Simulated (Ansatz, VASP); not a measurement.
CO2 in VASP and in Ansatz

```
C O
1.0
     5.62000    0.00000    0.00000
     0.00000    5.62000    0.00000
     0.00000    0.00000    5.62000
C O
4 8
Cartesian
  0.0000 0.0000 0.0000
  2.8100 0.0000 2.8100
  2.8100 2.8100 0.0000
  0.0000 2.8100 2.8100
  0.9385 0.9385 0.9385
  1.8715 4.6815 3.7485
  3.7485 1.8715 4.6815
  4.6815 3.7485 1.8715
  4.6815 4.6815 4.6815
  3.7485 0.9385 1.8715
  1.8715 3.7485 0.9385
  0.9385 1.8715 3.7485
```

Alike in both runs: task relaxation of the atoms; functional PBE; k mesh 5 × 5 × 5; occupations fermi-dirac, width 0.01 eV; no spin polarisation.

|  | VASP | Ansatz |
| --- | --- | --- |
| version | VASP 6.6.1 | Ansatz 0.2.0 |
| potentials or method | VASP PAW PBE potentials, release 64 (C, O) | plane-wave PAW, scalar-relativistic |
| plane-wave cutoff (eV) | 520 | 420 |
| valence electrons in the cell | 64 | 64 |

```tsv
	VASP	Ansatz	Ansatz less VASP
gap on the k mesh at the Fermi level, each at its own relaxed structure (eV)	6.71	6.79	+0.080
```

Ansatz's warnings: stress scf threshold loose.
